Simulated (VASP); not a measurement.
# CdF2 (Fm-3m) in VASP: notebook

The runs below take CdF2 through single point, with LDA.

Program: VASP 6.6.1. These are calculated values, not measurements. Logs are shortened: lines on timing, memory, paths and dates and some standing lists are left out, and cuts for length are marked.

## Step 1: The cell of the first run

Symmetry: Fm-3m, No. 225, cubic system. Conventional cell: a = 5.388 Å, b = 5.388 Å, c = 5.388 Å, α = 90.00°, β = 90.00°, γ = 90.00°. Within 3.1 Å of Cd (site symmetry m-3m) lie 8 F at 2.33 Å. F (site symmetry -43m) has 4 Cd at 2.33 Å and 6 F at 2.69 Å within 3.1 Å.

## Step 2: Single point, LDA

INCAR

```
  ALGO = Normal
  EDIFF = 1E-6
  ENCUT = 520
  GGA = CA
  ISIF = 2
  ISMEAR = 0
  LASPH = T
  LCHARG = T
  LELF = T
  LREAL = F
  LVHAR = T
  LWAVE = F
  NBANDS = 20
  NELM = 100
  PREC = Accurate
  SIGMA = 0.01
```

KPOINTS

```
k-points
0
Gamma
  6 6 6
```

POSCAR

```
CdF2
1.0
    0.0000000000      2.6940000000      2.6940000000
    2.6940000000      0.0000000000      2.6940000000
    2.6940000000      2.6940000000      0.0000000000
Cd F
1 2
Direct
    0.0000000000      0.0000000000      0.0000000000
    0.2500000000      0.2500000000      0.2500000000
    0.7500000000      0.7500000000      0.7500000000
```

Potentials or basis: VASP PAW LDA potentials, release 64 (Cd, F).

Launch:

```bash
cat potpaw_LDA.64/Cd/POTCAR potpaw_LDA.64/F/POTCAR > POTCAR
mpirun -np 1 vasp_std > vasp.out
```

OUTCAR:

```text
EDIFF = 1E-6
   ENCUT = 520
   GGA = CA
   ISIF = 2
   ISMEAR = 0
   LASPH = T
   LREAL = F
   NELM = 100
   PREC = Accurate

 ion  position               nearest neighbor table
   1  0.000  0.000  0.000-   3 2.33   3 2.33   3 2.33   2 2.33   3 2.33   2 2.33   2 2.33   2 2.33

   2  0.250  0.250  0.250-   1 2.33   1 2.33   1 2.33   1 2.33
   3  0.750  0.750  0.750-   1 2.33   1 2.33   1 2.33   1 2.33

  LATTYP: Found a face centered cubic cell.
 ALAT       =     5.3880000000

  Lattice vectors:

 A1 = (   0.0000000000,   2.6940000000,   2.6940000000)
 A2 = (   2.6940000000,   0.0000000000,   2.6940000000)
 A3 = (   2.6940000000,   2.6940000000,   0.0000000000)

Analysis of symmetry for initial positions (statically):
=====================================================================
 Subroutine PRICEL returns:
 Original cell was already a primitive cell.

 Routine SETGRP: Setting up the symmetry group for a
 face centered cubic supercell.

 Subroutine GETGRP returns: Found 48 space group operations
 (whereof 48 operations were pure point group operations)
 out of a pool of 48 trial point group operations.

The static configuration has the point symmetry O_h .

Analysis of symmetry for dynamics (positions and initial velocities):
=====================================================================
 Subroutine PRICEL returns:
 Original cell was already a primitive cell.

 Routine SETGRP: Setting up the symmetry group for a
 face centered cubic supercell.

 Subroutine GETGRP returns: Found 48 space group operations
 (whereof 48 operations were pure point group operations)
 out of a pool of 48 trial point group operations.

The dynamic configuration has the point symmetry O_h .

 Subroutine INISYM returns: Found 48 space group operations
 (whereof 48 operations are pure point group operations),
 and found     1 'primitive' translations

----------------------------------------------------------------------------------------

                                     Primitive cell

  volume of cell :      39.1041

  direct lattice vectors                    reciprocal lattice vectors
     0.000000000  2.694000000  2.694000000    -0.185597624  0.185597624  0.185597624
     2.694000000  0.000000000  2.694000000     0.185597624 -0.185597624  0.185597624
     2.694000000  2.694000000  0.000000000     0.185597624  0.185597624 -0.185597624

[... 72 lines left out ...]
   LSORBIT =      F    spin-orbit coupling
   LASPH  =      T    aspherical Exc in radial PAW
   ENCUT  =  520.0 eV  38.22 Ry    6.18 a.u.   7.08  7.08  7.08*2*pi/ulx,y,z
   NELM   =    100;   NELMIN=  2; NELMDL= -5     # of ELM steps
   EDIFF  = 0.1E-05   stopping-criterion for ELM
   LREAL  =      F    real-space projection
   EDIFFG = 0.1E-04   stopping-criterion for IOM
   NSW    =      0    number of steps for IOM
   IBRION =     -1    ionic relax: 0-MD 1-quasi-New 2-CG
   NFREE  =      0    steps in history (QN), initial steepest desc. (CG)
   ISIF   =      2    stress and relaxation
   ISYM   =      2    0-nonsym 1-usesym 2-fastsym
   POTIM  = 0.5000    time-step for ionic-motion
   TEBEG  =    0.0;   TEEND  =   0.0 temperature during run
   PSTRESS=    0.0 pullay stress
   NELECT =      26.0000    total number of electrons
   NUPDOWN=      -1.0000    fix difference up-down
   EMIN   =  10.00;   EMAX   =-10.00  energy-range for DOS
   EFERMI =   0.00;   METHOD = LEGACY
   ISMEAR =     0;   SIGMA  =   0.01  broadening in eV -4-tet -1-fermi 0-gaus
   EFERMI_NEDOS =   21; number of points for ismear=-14 and -15
   IALGO  =     38    algorithm
   IMIX   =      4    mixing-type and parameters
     AMIX     =   0.40;   BMIX     =  1.00
     AMIX_MAG =   1.60;   BMIX_MAG =  1.00
  volume/ion in A,a.u.               =      13.03        87.96
  Fermi-wavevector in a.u.,A,eV,Ry     =   1.428867  2.700166 27.778468  2.041660
  Thomas-Fermi vector in A             =   2.548882
   LORBIT       =      0    0 simple, 1 ext, 2 COOP (PROOUT), +10 PAW based schemes
   GGA     = CA    functional components
   LHFCALC =     F    Hartree Fock is set to
   AEXX    =    0.0000 exact exchange contribution
   IVDW    =     0    specifies the selected vdW correction
   LEPSILON=     F    determine dielectric tensor
   LRPA    =     F    only Hartree local field effects (RPA)
 non-spin polarized calculation
 Gauss-broadening in eV      SIGMA  =   0.01
  energy-cutoff  :      520.00
  volume of cell :       39.10
 maximum number of plane-waves:      1067
   NGX = 15   NGY = 15   NGZ = 15

 number of electron      25.9999989 magnetization

 Free energy of the ion-electron system (eV)
  ---------------------------------------------------
  ext. energy  EPLUGINS =         0.00000000
  ---------------------------------------------------
  free energy    TOTEN  =       -12.71578511 eV

  energy without entropy =      -12.71578511  energy(sigma->0) =      -12.71578511

 E-fermi :  -1.5765     XC(G=0): -11.1272

 val. band max:       -1.6815205755   @ k =  -0.3333   0.5000   0.1667
 cond. band min:       1.1350981353   @ k =   0.0000   0.0000   0.0000
 fundamental gap:      2.8166187109
 Fermi energy:        -1.5764912910

 k-point     1 :       0.0000    0.0000    0.0000
  band No.  band energies     occupation
      1     -22.1084      2.00000
      2     -20.9265      2.00000
      3      -7.3036      2.00000
      4      -7.3036      2.00000
      5      -7.3036      2.00000
      6      -6.0230      2.00000
[... 357 lines left out ...]
     19      18.2074      0.00000
     20      18.7055      0.00000

------------------------ aborting loop because EDIFF is reached ----------------------------------------

  FORCE on cell =-STRESS in cart. coord.  units (eV):
  Direction    XX          YY          ZZ          XY          YZ          ZX
  --------------------------------------------------------------------------------------
  -------------------------------------------------------------------------------------
  Total       -1.1529890     -1.1529890     -1.1529890     -0.0000000      0.0000000     -0.0000000
  in kB      -47.2403346    -47.2403346    -47.2403346     -0.0000000      0.0000000     -0.0000000
  external PRESSURE =     -47.2403346 kB  Pullay stress =       0.0000000 kB

 VOLUME and BASIS-vectors are now :
 -----------------------------------------------------------------------------
  energy-cutoff  :      520.00
  volume of cell :       39.10
      direct lattice vectors                 reciprocal lattice vectors
     0.000000000  2.694000000  2.694000000    -0.185597624  0.185597624  0.185597624
     2.694000000  0.000000000  2.694000000     0.185597624 -0.185597624  0.185597624
     2.694000000  2.694000000  0.000000000     0.185597624  0.185597624 -0.185597624

 POSITION                                       TOTAL-FORCE (eV/Angst)
 -----------------------------------------------------------------------------------
      0.00000      0.00000      0.00000        -0.000000      0.000000     -0.000000
      1.34700      1.34700      1.34700         0.000000     -0.000000     -0.000000
      4.04100      4.04100      4.04100        -0.000000      0.000000      0.000000
 -----------------------------------------------------------------------------------
    total drift:                                0.000000      0.000000      0.000000

  FREE ENERGIE OF THE ION-ELECTRON SYSTEM (eV)
  ---------------------------------------------------
  free  energy   TOTEN  =       -12.7157851073 eV

  energy  without entropy=      -12.7157851073  energy(sigma->0) =      -12.71578511
```

stdout:

```text
POSCAR found type information on POSCAR CdF
 POSCAR found :  2 types and       3 ions
 scaLAPACK will be used
 LDA part: xc-table for (Slater(with rela. corr.)+CA(PZ))
 , standard interpolation
 POSCAR, INCAR and KPOINTS ok, starting setup
 FFT: planning ... GRIDC
 FFT: planning ... GRID_SOFT
 FFT: planning ... GRID
 WAVECAR not read
 entering main loop
```

It took 12 s on 1 thread of AMD EPYC 7R13 (Zen 3), shared host; peak memory 0.11 GiB.

Results:

```yaml
Free_energy: -12.7158 eV
Pressure: -4.7 GPa
Band_gap_on_the_k_mesh: 2.82 eV, indirect (least direct gap 3.28 eV)
```

Levels at points of the mesh, in eV from the valence-band top:
| k point | band 9 | band 10 | band 11 | band 12 | band 13 | band 14 | band 15 | band 16 | band 17 | band 18 |
| --- | --- | --- | --- | --- | --- | --- | --- | --- | --- | --- |
| (0.00, 0.00, 0.00) | -0.99 | -0.99 | -0.46 | -0.46 | -0.46 | 2.82 | 12.33 | 12.33 | 12.33 | 17.15 |
| (0.50, 0.00, 0.00) | -2.34 | -1.88 | -1.88 | -0.37 | -0.37 | 6.97 | 8.81 | 14.16 | 14.16 | 17.82 |
| (0.50, 0.50, 0.00) | -3.03 | -3.03 | -0.50 | -0.07 | -0.07 | 7.77 | 9.36 | 11.47 | 13.95 | 13.95 |

A k mesh can miss the band edges. A hybrid or GW would open this gap; LDA tends to underestimate it.

## Step 3: Single point, LDA, non-collinear spin, zero start, spin-orbit coupling

INCAR

```
SYSTEM = CdF2
PREC = Accurate
ENCUT = 520
EDIFF = 1E-7
ISMEAR = 0
SIGMA = 0.01
LREAL = .FALSE.
LASPH = .TRUE.
NELM = 150
ALGO = Normal
ISIF = 2
LWAVE = .FALSE.
LCHARG = .FALSE.
MAGMOM = 0 0 0 0 0 0 0 0 0
LORBIT = 11
LSORBIT = .TRUE.
GGA_COMPAT = .FALSE.
LORBMOM = .TRUE.
GGA = CA
NBANDS = 39
```

KPOINTS

```
Automatic mesh
0
G
  6 6 6
  0 0 0
```

POSCAR is that of step 2.

Potentials or basis: VASP PAW LDA potentials, release 64 (Cd, F).

Launch:

```bash
cat potpaw_LDA.64/Cd/POTCAR potpaw_LDA.64/F/POTCAR > POTCAR
mpirun -np 1 vasp_ncl > vasp.out
```

OUTCAR:

```text
SYSTEM = CdF2
   PREC = Accurate
   ENCUT = 520
   EDIFF = 1E-7
   ISMEAR = 0
   LREAL = .FALSE.
   LASPH = .TRUE.
   NELM = 150
   ISIF = 2
   LORBIT = 11
   LSORBIT = .TRUE.
   GGA = CA

 ion  position               nearest neighbor table
   1  0.000  0.000  0.000-   3 2.33   3 2.33   3 2.33   2 2.33   3 2.33   2 2.33   2 2.33   2 2.33

   2  0.250  0.250  0.250-   1 2.33   1 2.33   1 2.33   1 2.33
   3  0.750  0.750  0.750-   1 2.33   1 2.33   1 2.33   1 2.33

  LATTYP: Found a face centered cubic cell.
 ALAT       =     5.3880000000

  Lattice vectors:

 A1 = (   0.0000000000,   2.6940000000,   2.6940000000)
 A2 = (   2.6940000000,   0.0000000000,   2.6940000000)
[... 970 lines left out ...]
     0.0000000     0.0000000     0.0000000     0.0000000     0.0000000     0.0000000     0.0000000
     0.0000000     0.0000000     0.0000000     0.0000000     0.0000000     0.0000000     0.0000000
     0.0000000     0.0000000     0.0000000     0.0000000     0.0000000     0.0000000     0.0000000
     0.0000000     0.0000000     0.0000000     0.0000000     0.0000000     0.0000000     0.0000000
     0.0000000     0.0000000     0.0000000     0.0000000     0.0000000     0.0000000     0.0000000
     0.0000000     0.0000000     0.0000000     0.0000000     0.0000000     0.0000000     0.0000000

 total charge

# of ion       s       p       d       tot
------------------------------------------
    1        0.242   0.204   9.675  10.122
    2        1.730   4.311   0.000   6.041
    3        1.730   4.311   0.000   6.041
--------------------------------------------------
tot          3.703   8.826   9.675  22.204

 magnetization (x)

# of ion       s       p       d       tot
------------------------------------------
    1       -0.000   0.000   0.000  -0.000
    2        0.000  -0.000   0.000  -0.000
    3        0.000  -0.000   0.000  -0.000
--------------------------------------------------
tot         -0.000  -0.000   0.000  -0.000

 magnetization (y)

# of ion       s       p       d       tot
------------------------------------------
    1        0.000  -0.000   0.000  -0.000
    2        0.000   0.000   0.000   0.000
    3        0.000   0.000   0.000   0.000
--------------------------------------------------
tot          0.000  -0.000   0.000  -0.000

 magnetization (z)

# of ion       s       p       d       tot
------------------------------------------
    1       -0.000   0.000   0.000  -0.000
    2        0.000   0.000   0.000   0.000
    3        0.000   0.000   0.000   0.000
--------------------------------------------------
tot         -0.000   0.000   0.000  -0.000
```

stdout:

```text
POSCAR found type information on POSCAR CdF
 POSCAR found :  2 types and       3 ions
 scaLAPACK will be used
 LDA part: xc-table for (Slater(with rela. corr.)+CA(PZ))
 , standard interpolation
 POSCAR, INCAR and KPOINTS ok, starting setup
 FFT: planning ... GRIDC
 FFT: planning ... GRID_SOFT
 FFT: planning ... GRID
 WAVECAR not read
 entering main loop
```

Wall time 48 s (1 thread of AMD EPYC 7R13 (Zen 3), shared host); peak memory 0.19 GiB.

What came out:

```
Free energy                                           : -12.7405 eV
Pressure                                              : -4.7 GPa
Net moment                                            : 0.00 μB per cell
Valence electrons inside the program's atomic spheres : Cd 10.12; F 6.04
```

Moments on the atoms (μB; x, y, z):
```
Cd  0.00 0.00 0.00
F   0.00 0.00 0.00
F   0.00 0.00 0.00
```
